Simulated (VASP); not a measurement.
# Be (Fd-3m) in VASP: notebook, part 2 of 2

VASP 6.6.1.

## (3) Single point, r2SCAN (volume scaled by 0.92)

POSCAR reads:

```
Be
1.0
    0.0000000000      2.3983949903      2.3983949903
    2.3983949903      0.0000000000      2.3983949903
    2.3983949903      2.3983949903      0.0000000000
Be
2
Direct
    0.1250000000      0.1250000000      0.1250000000
    0.8750000000      0.8750000000      0.8750000000
```

INCAR.step1 reads:

```
  PREC = Accurate
  ENCUT = 520
  ISMEAR = -1
  SIGMA = 0.1
  LREAL = F
  LASPH = T
  NELM = 100
  NBANDS = 9
  GGA = PE
  ALGO = Normal
  EDIFF = 1E-4
  LWAVE = T
  LCHARG = F
```

INCAR.step2 reads:

```
  PREC = Accurate
  ENCUT = 520
  EDIFF = 1E-6
  ISMEAR = -1
  SIGMA = 0.1
  LREAL = F
  LASPH = T
  NELM = 100
  ALGO = Normal
  ISIF = 2
  LWAVE = F
  LCHARG = F
  METAGGA = R2SCAN
  LMIXTAU = T
  NBANDS = 9
  ISTART = 1
```

KPOINTS reads:

```
regular mesh
0
Gamma
  12 12 12
```

Potentials or basis: VASP PAW PBE potentials, release 64 (Be).

On the command line:

```console
> cat potpaw_PBE.64/Be/POTCAR > POTCAR
> cp INCAR.step1 INCAR
> mpirun -np 1 vasp_std > vasp.out
> cp INCAR.step2 INCAR
> mpirun -np 1 vasp_std > vasp.out
```

It took 57 s on 1 thread of Intel Xeon 6975P-C (Granite Rapids), shared host; peak memory 0.15 GiB.

It converged, with:

```
Free energy            : -5.2371 eV
Pressure               : 4.1 GPa
Band gap on the k mesh : zero (band 2 reaches 7.64 eV, above the bottom of band 3 at 0.56 eV)
```

Levels at points of the mesh, in eV from the Fermi level:
```
           k point  band 1  band 2  band 3  band 4  band 5
(0.00, 0.00, 0.00)   -8.19    5.46    5.46    5.46    8.06
(0.50, 0.00, 0.00)   -4.09   -3.97    3.46    3.46    9.27
(0.50, 0.50, 0.00)   -2.69   -2.69    0.80    0.80    6.88
```

Caveat: the cell differs from its parent crystal (volume scaled by 0.92); the PAW data sets were made with another functional, which shifts forces and pressure a little.

## (4) Single point, r2SCAN (volume scaled by 0.96)

POSCAR reads:

```
Be
1.0
    0.0000000000      2.4326624056      2.4326624056
    2.4326624056      0.0000000000      2.4326624056
    2.4326624056      2.4326624056      0.0000000000
Be
2
Direct
    0.1250000000      0.1250000000      0.1250000000
    0.8750000000      0.8750000000      0.8750000000
```

INCAR.step1 reads:

```
SYSTEM = Be
PREC = Accurate
ENCUT = 520
ISMEAR = -1
SIGMA = 0.1
LREAL = .FALSE.
LASPH = .TRUE.
NELM = 60
NBANDS = 9
GGA = PE
ALGO = Normal
EDIFF = 1E-4
LWAVE = .TRUE.
LCHARG = .FALSE.
```

INCAR.step2 reads:

```
SYSTEM = Be
PREC = Accurate
ENCUT = 520
EDIFF = 1E-6
ISMEAR = -1
SIGMA = 0.1
LREAL = .FALSE.
LASPH = .TRUE.
NELM = 60
ALGO = Normal
ISIF = 2
LWAVE = .FALSE.
LCHARG = .TRUE.
METAGGA = R2SCAN
LMIXTAU = .TRUE.
LELF = .TRUE.
LVHAR = .TRUE.
NBANDS = 9
ISTART = 1
```

KPOINTS reads:

```
Automatic mesh
0
G
  12 12 12
  0 0 0
```

Potentials or basis: VASP PAW PBE potentials, release 64 (Be).

On the command line:

```console
> cat potpaw_PBE.64/Be/POTCAR > POTCAR
> cp INCAR.step1 INCAR
> mpirun -np 1 vasp_std > vasp.out
> cp INCAR.step2 INCAR
> mpirun -np 1 vasp_std > vasp.out
```

OUTCAR:

```text
SYSTEM = Be
   PREC = Accurate
   ENCUT = 520
   EDIFF = 1E-6
   ISMEAR = -1
   LREAL = .FALSE.
   LASPH = .TRUE.
   NELM = 60
   ISIF = 2
   METAGGA = R2SCAN
   ISTART = 1

 ion  position               nearest neighbor table
   1  0.125  0.125  0.125-   2 2.11   2 2.11   2 2.11   2 2.11
   2  0.875  0.875  0.875-   1 2.11   1 2.11   1 2.11   1 2.11

  LATTYP: Found a face centered cubic cell.
 ALAT       =     4.8653248112

  Lattice vectors:

[... 467 lines left out ...]
      3       3.5469      0.00000
      4       4.6873      0.00000
      5      10.3557      0.00000
      6      12.5151      0.00000
      7      14.3798      0.00000
      8      16.4124      0.00000
      9      18.2987      0.00000

 [... further k-points ...]
[... 5 lines left out ...]
  --------------------------------------------------------------------------------------
  -------------------------------------------------------------------------------------
  Total        0.3429395      0.3429395      0.3429395      0.0000000      0.0000000     -0.0000000
  in kB       19.0832599     19.0832599     19.0832599      0.0000000      0.0000000     -0.0000000
  external PRESSURE =      19.0832599 kB  Pullay stress =       0.0000000 kB

 VOLUME and BASIS-vectors are now :
 -----------------------------------------------------------------------------
  energy-cutoff  :      520.00
  volume of cell :       28.79
      direct lattice vectors                 reciprocal lattice vectors
     0.000000000  2.432662406  2.432662406    -0.205536123  0.205536123  0.205536123
     2.432662406  0.000000000  2.432662406     0.205536123 -0.205536123  0.205536123
     2.432662406  2.432662406  0.000000000     0.205536123  0.205536123 -0.205536123

 POSITION                                       TOTAL-FORCE (eV/Angst)
 -----------------------------------------------------------------------------------
      0.60817      0.60817      0.60817        -0.000000      0.000000     -0.000000
      4.25716      4.25716      4.25716         0.000000     -0.000000      0.000000
 -----------------------------------------------------------------------------------
    total drift:                               -0.000000     -0.000000     -0.000000

  FREE ENERGIE OF THE ION-ELECTRON SYSTEM (eV)
  ---------------------------------------------------
  free  energy   TOTEN  =        -5.2594026244 eV

  energy  without entropy=       -5.2280017768  energy(sigma->0) =       -5.24370220
```

OUTCAR.step1:

```text
SYSTEM = Be
   PREC = Accurate
   ENCUT = 520
   ISMEAR = -1
   LREAL = .FALSE.
   LASPH = .TRUE.
[... 511 lines left out ...]
      0.60817      0.60817      0.60817         0.000000     -0.000000     -0.000000
      4.25716      4.25716      4.25716        -0.000000      0.000000      0.000000
 -----------------------------------------------------------------------------------
    total drift:                               -0.000000     -0.000000     -0.000000

  FREE ENERGIE OF THE ION-ELECTRON SYSTEM (eV)
  ---------------------------------------------------
  free  energy   TOTEN  =        -4.2756463041 eV

  energy  without entropy=       -4.2419672848  energy(sigma->0) =       -4.25880679
```

Run time: 60 s. Hardware: 1 thread of Intel Xeon 6975P-C (Granite Rapids), shared host; peak memory 0.16 GiB.

Results:

| Item | Value |
| --- | --- |
| Free energy | -5.2594 eV |
| Pressure | 1.9 GPa |
| Band gap on the k mesh | zero (band 2 reaches 7.25 eV, above the bottom of band 3 at 0.44 eV) |

Levels at points of the mesh, in eV from the Fermi level:
| k point | band 1 | band 2 | band 3 | band 4 | band 5 |
| --- | --- | --- | --- | --- | --- |
| (0.00, 0.00, 0.00) | -8.00 | 5.30 | 5.30 | 5.30 | 7.87 |
| (0.50, 0.00, 0.00) | -4.06 | -3.82 | 3.37 | 3.37 | 9.07 |
| (0.50, 0.50, 0.00) | -2.64 | -2.64 | 0.81 | 0.81 | 6.71 |

Caveat: the cell differs from its parent crystal (volume scaled by 0.96); the PAW data sets were made with another functional, which shifts forces and pressure a little.

## (5) Single point, r2SCAN

This run uses another cell than the first one, of 15.00 Å³/atom, 1.136 times its volume.

POSCAR reads:

```
Be
1.0
    0.0000000000      2.4659906896      2.4659906896
    2.4659906896      0.0000000000      2.4659906896
    2.4659906896      2.4659906896      0.0000000000
Be
2
Direct
    0.1250000000      0.1250000000      0.1250000000
    0.8750000000      0.8750000000      0.8750000000
```

INCAR.step1 reads:

```
PREC = Accurate
ENCUT = 520
ISMEAR = -1
SIGMA = 0.1
LREAL = F
LASPH = T
NELM = 80
NBANDS = 9
GGA = PE
ALGO = Normal
EDIFF = 1E-4
LWAVE = T
LCHARG = F
```

INCAR.step2 reads:

```
PREC = Accurate
ENCUT = 520
EDIFF = 1E-6
ISMEAR = -1
SIGMA = 0.1
LREAL = F
LASPH = T
NELM = 80
ALGO = Normal
ISIF = 2
LWAVE = F
LCHARG = F
METAGGA = R2SCAN
LMIXTAU = T
NBANDS = 9
ISTART = 1
```

KPOINTS reads:

```
regular mesh
0
Gamma
  12 12 12
```

On the command line:

```console
> cat potpaw_PBE.64/Be/POTCAR > POTCAR
> cp INCAR.step1 INCAR
> mpirun -np 1 vasp_std > vasp.out
> cp INCAR.step2 INCAR
> mpirun -np 1 vasp_std > vasp.out
```

Run time: 57 s. Hardware: 1 thread of Intel Xeon 6975P-C (Granite Rapids), shared host; peak memory 0.16 GiB.

The run converged. Its results:

| Item | Value |
| --- | --- |
| Free energy | -5.2665 eV |
| Pressure | 0.0 GPa |
| Band gap on the k mesh | zero (band 2 reaches 6.89 eV, above the bottom of band 3 at 0.32 eV) |

Levels at points of the mesh, in eV from the Fermi level:
```tsv
k point	band 1	band 2	band 3	band 4	band 5	band 6
(0.00, 0.00, 0.00)	-7.82	5.15	5.15	5.15	7.68	7.68
(0.50, 0.00, 0.00)	-4.02	-3.68	3.28	3.28	8.88	8.88
(0.50, 0.50, 0.00)	-2.60	-2.60	0.81	0.81	6.54	6.54
```

Caveat: the PAW data sets were made with another functional, which shifts forces and pressure a little.

## (6) Overview

| cell | gap on the mesh (eV) | pressure (GPa) |
| --- | --- | --- |
| a = 3.342 Å, angles 60.0°, 2 atoms | none | 6.8 |
| a = 3.392 Å, angles 60.0°, 2 atoms | none | 4.1 |
| a = 3.440 Å, angles 60.0°, 2 atoms | none | 1.9 |
| a = 3.487 Å, angles 60.0°, 2 atoms | none | 0.0 |

Alike in all rows: task single point; level r2SCAN; potentials or basis VASP PAW PBE potentials, release 64 (Be); no spin polarisation; k mesh 12 × 12 × 12; cutoff (eV) 520; smearing fermi-dirac 0.1 eV.

Caveats: the PAW data sets were made with another functional, which shifts forces and pressure a little.

Total energies depend on the potentials used, so only differences within one code and one set of settings carry meaning.
